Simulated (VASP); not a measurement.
Runs of VASP 6.6.1 on Br. The structure is that of space group Cmce (No. 64), or close to it. The cells are those of the table. 

| cell | k mesh | gap on the mesh (eV) | pressure (GPa) | largest force (eV/Å) |
| --- | --- | --- | --- | --- |
| a = 4.030, b = 4.030, c = 8.530 Å, angles 90.0, 90.0, 61.8°, 4 atoms | 8 × 8 × 4 | (a) | 3.0 | 0.77 |
| a = 3.971, b = 3.971, c = 8.404 Å, angles 90.0, 90.0, 61.8°, 4 atoms | 8 × 8 × 4 | 2.06 | (c) | 1.26 |
| a = 4.144, b = 4.144, c = 8.770 Å, angles 90.0, 90.0, 61.8°, 4 atoms | 5 × 5 × 2 | (b) | 0.0 | - |
| a = 4.088, b = 4.088, c = 8.651 Å, angles 90.0, 90.0, 61.8°, 4 atoms | 8 × 8 × 4 | 1.79 | 1.3 | 0.36 |

Alike in all rows: task single point; level r2SCAN; potentials or basis VASP PAW PBE potentials, release 64 (Br); no spin polarisation; cutoff (eV) 550; smearing fermi-dirac 0.05 eV.

Task: Fill in the values left out.

Result: (a) 1.93; (b) 1.67; (c) 5.2.

Caveats: the PAW data sets were made with another functional, which shifts forces and pressure a little; the cell stands under pressure (at least some runs); an odd mesh through Γ misses points on the zone boundary, where band edges can lie (at least some runs).

A k mesh can miss the band edges, and the runs leave out spin-orbit coupling on Br.
